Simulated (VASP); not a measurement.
A run of VASP 6.6.1:

INCAR

```
  ALGO = Normal
  EDIFF = 1E-7
  ENCUT = 520
  GGA = PE
  ISIF = 2
  ISMEAR = 0
  LASPH = True
  LCHARG = False
  LREAL = False
  LWAVE = False
  NBANDS = 52
  NELM = 60
  PREC = Accurate
  SIGMA = 0.1
```

File KPOINTS:

```
k-points
0
Gamma
  4 4 4
```

Contents of POSCAR:

```
ScGaC6N6
1.0
    0.0000000000      5.1860000000      5.1860000000
    5.1860000000      0.0000000000      5.1860000000
    5.1860000000      5.1860000000      0.0000000000
Sc Ga C N
1 1 6 6
Direct
    0.5000000000      0.5000000000      0.5000000000
    0.0000000000      0.0000000000      0.0000000000
    0.8172001500      0.1827998500      0.1827998500
    0.1827998500      0.8172001500      0.1827998500
    0.1827998500      0.1827998500      0.8172001500
    0.1827998500      0.8172001500      0.8172001500
    0.8172001500      0.1827998500      0.8172001500
    0.8172001500      0.8172001500      0.1827998500
    0.7043964500      0.2956035500      0.2956035500
    0.2956035500      0.7043964500      0.2956035500
    0.2956035500      0.2956035500      0.7043964500
    0.2956035500      0.7043964500      0.7043964500
    0.7043964500      0.2956035500      0.7043964500
    0.7043964500      0.7043964500      0.2956035500
```

Potentials or basis: VASP PAW PBE potentials, release 64 (Sc_sv, Ga_d, C, N).

Run with:

```console
$ cat potpaw_PBE.64/Sc_sv/POTCAR potpaw_PBE.64/Ga_d/POTCAR potpaw_PBE.64/C/POTCAR potpaw_PBE.64/N/POTCAR > POTCAR
$ mpirun -np 1 vasp_std > vasp.out
```

Hardware: 1 thread of AMD EPYC 9R45 96-Core Processor (Zen 5), on a shared host.

Task: How long does it take, and how much memory?

Result: It took 100 s on 1 thread of AMD EPYC 9R45 96-Core Processor (Zen 5), on a shared host, peak memory 0.45 GiB. Counts: scf iterations 17, k points 8.
